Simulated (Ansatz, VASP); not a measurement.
## Two plane-wave programs on Mn

Contents of INCAR:

```
SYSTEM = Mn
  PREC = Accurate
  ENCUT = 520
  EDIFF = 1E-6
  ISMEAR = -1
  SIGMA = 0.1
  LREAL = .False.
  LASPH = .True.
  NELM = 100
  ALGO = Normal
  ISIF = 2
  LWAVE = .False.
  LCHARG = .False.
  GGA = RE
  NBANDS = 12
```

The input KPOINTS:

```
Automatic mesh
0
Gamma
  17 17 17
  0 0 0
```

The input POSCAR:

```
Mn
1.0
    0.0000000000      1.7836363772      1.7836363772
    1.7836363772      0.0000000000      1.7836363772
    1.7836363772      1.7836363772      0.0000000000
Mn
1
Direct
    0.0000000000      0.0000000000      0.0000000000
```

Input for Ansatz:

```yaml
crystal:
  lattice:
    - [0.0, 1.7836363772, 1.7836363772]
    - [1.7836363772, 0.0, 1.7836363772]
    - [1.7836363772, 1.7836363772, 0.0]
  atoms:
    - { symbol: Mn, position: [0.0, 0.0, 0.0] }
hamiltonian:
  xc: revpbe
  pseudopotentials:
    kind: paw
    azcp:
      Mn: "pseudopotentials/Mn.paw.azcp"
basis:
  ecutwfc: 420
  fft_grid_basis: typed
kpoints:
  mp_grid: { grid: [17, 17, 17], shift: [0, 0, 0] }
magnetization:
  spin_polarized: false
scf:
  occupations: { method: fermi_dirac, width: 0.1 }
  lower_state_search: "off"
output:
  stress: true
  write_density: true
  write_potential: true
  elf: true
  volumetric_format: npy
```

Alike in both runs: task single point; functional revPBE; k mesh 17 × 17 × 17; occupations fermi-dirac, width 0.1 eV; no spin polarisation.

|  | VASP | Ansatz |
| --- | --- | --- |
| version | VASP 6.6.1 | Ansatz 0.2.0 |
| potentials or method | VASP PAW PBE potentials, release 64 (Mn_pv), cutoff 520 eV | plane waves (420 eV) with PAW, scalar-relativistic |
| valence electrons in the cell | 13 | 15 |

|  | VASP | Ansatz | Ansatz less VASP |
| --- | --- | --- | --- |
| pressure (GPa) | -9.5 | -9.5 | -0.01 |

VASP's potentials were made for PBE, not for revPBE. The functional is the same, so the differences come from potentials, cutoffs and numerics. VASP's potentials hold 13 valence electrons a cell and Ansatz's 15, so a difference there can come from the potentials and not from the codes.
